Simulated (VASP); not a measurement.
A run of VASP 6.6.1 is set up as follows.

File INCAR:

```
  PREC = Accurate
  ENCUT = 520
  EDIFF = 1E-7
  ISMEAR = -1
  SIGMA = 0.1
  LREAL = F
  LASPH = T
  NELM = 100
  ALGO = Normal
  ISIF = 2
  LWAVE = F
  LCHARG = T
  GGA = PS
  LELF = T
  LVHAR = T
  NBANDS = 13
```

File KPOINTS:

```
regular mesh
0
Gamma
  15 15 15
```

Contents of POSCAR:

```
Ru
1.0
    2.4809232776      0.0000000000      0.0000000000
    0.0000000000      2.4809232776      0.0000000000
    0.0000000000      0.0000000000      2.4809232776
Ru
1
Direct
    0.0000000000      0.0000000000      0.0000000000
```

Potentials or basis: VASP PAW PBE potentials, release 64 (Ru_pv).

Launch:

```sh
$ cat potpaw_PBE.64/Ru_pv/POTCAR > POTCAR
$ mpirun -np 1 vasp_std > vasp.out
```

(1) Predict the pressure.

(2) Predict the band gap on the k mesh.

Answers

(1) 0.2 GPa.

(2) zero (band 7 reaches 14.65 eV, above the bottom of band 8 at 9.83 eV).

Caveat: the PAW data sets were made with another functional, which shifts forces and pressure a little.
